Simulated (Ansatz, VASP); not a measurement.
One calculation of BeS, two programs

```
CELL_PARAMETERS angstrom
2.94139 0.00000 0.00000
0.00000 2.94139 0.00000
0.00000 0.00000 2.94139
ATOMIC_POSITIONS crystal
Be 0.00000 0.00000 0.00000
S 0.50000 0.50000 0.50000
```

Alike in both runs: task single point; functional PBE; k mesh 2 × 2 × 2; occupations fermi-dirac, width 0.02 eV; no spin polarisation.

```csv
,VASP,Ansatz
version,VASP 6.6.1,Ansatz 0.2.0
potentials or method,"VASP PAW PBE potentials, release 64 (Be, S)",plane waves
plane-wave cutoff (eV),600,420
valence electrons in the cell,8,8
```

VASP gave:

* pressure (GPa): -4.5

Estimate Ansatz's values.

pressure (GPa): -5.0.

The k mesh is coarse, so the values compare programs but aren't converged.
